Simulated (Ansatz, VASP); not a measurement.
**Hf in VASP and in Ansatz**

Contents of INCAR:

```
SYSTEM = Hf
AGGAC = 1.0
AGGAX = 1.0
ALDAC = 0.0
ALDAX = 1.0
ALGO = Normal
EDIFF = 1E-6
ENCUT = 520
GGA = B5
ISIF = 2
ISMEAR = -1
LASPH = .TRUE.
LCHARG = .FALSE.
LREAL = .FALSE.
LWAVE = .FALSE.
NBANDS = 17
NELM = 60
PREC = Accurate
SIGMA = 0.1
```

Contents of KPOINTS:

```
k-points
0
G
  18 18 10
  0 0 0
```

The input POSCAR:

```
Hf
1.0
    3.0974418702      0.0000000000      0.0000000000
   -1.5487209351      2.6824633463      0.0000000000
    0.0000000000      0.0000000000      4.9015797553
Hf
2
Direct
    0.3333333333      0.6666666667      0.2500000000
    0.6666666667      0.3333333333      0.7500000000
```

Input for Ansatz:

```yaml
crystal:
  lattice:
    - [3.0974418702, 0.0, 0.0]
    - [-1.5487209351, 2.6824633463, 0.0]
    - [0.0, 0.0, 4.9015797553]
  atoms:
    - { symbol: Hf, position: [0.3333333333, 0.6666666667, 0.25] }
    - { symbol: Hf, position: [0.6666666667, 0.3333333333, 0.75] }
hamiltonian:
  xc: blyp
  pseudopotentials:
    kind: paw
    azcp:
      Hf: "pseudopotentials/Hf.paw.azcp"
basis:
  ecutwfc: 420
  fft_grid_basis: typed
kpoints:
  mp_grid: { grid: [18, 18, 10], shift: [0, 0, 0] }
magnetization:
  spin_polarized: false
scf:
  occupations: { method: fermi_dirac, width: 0.1 }
output:
  stress: true
```

Alike in both runs: task single point; functional BLYP; k mesh 18 × 18 × 10; occupations fermi-dirac, width 0.1 eV; no spin polarisation.

|  | VASP | Ansatz |
| --- | --- | --- |
| version | VASP 6.6.1 | Ansatz 0.2.0 |
| potentials or method | VASP PAW PBE potentials, release 64 (Hf_pv), cutoff 520 eV | plane waves (420 eV) with PAW, scalar-relativistic |
| valence electrons in the cell | 20 | 52 |

Ansatz gave:

| Quantity | Value |
| --- | --- |
| pressure (GPa) | 16.3 |
| traceless stress, the component that is largest in VASP (GPa) | 0.63 |

What did VASP give for the same quantities?

Pressure (GPa): 16.4; traceless stress, the component that is largest in VASP (GPa): 0.60.

VASP's potentials were made for PBE, not for BLYP. VASP's potentials hold 20 valence electrons a cell and Ansatz's 52, so a difference there can come from the potentials and not from the codes.

Neither program's run includes spin-orbit coupling.
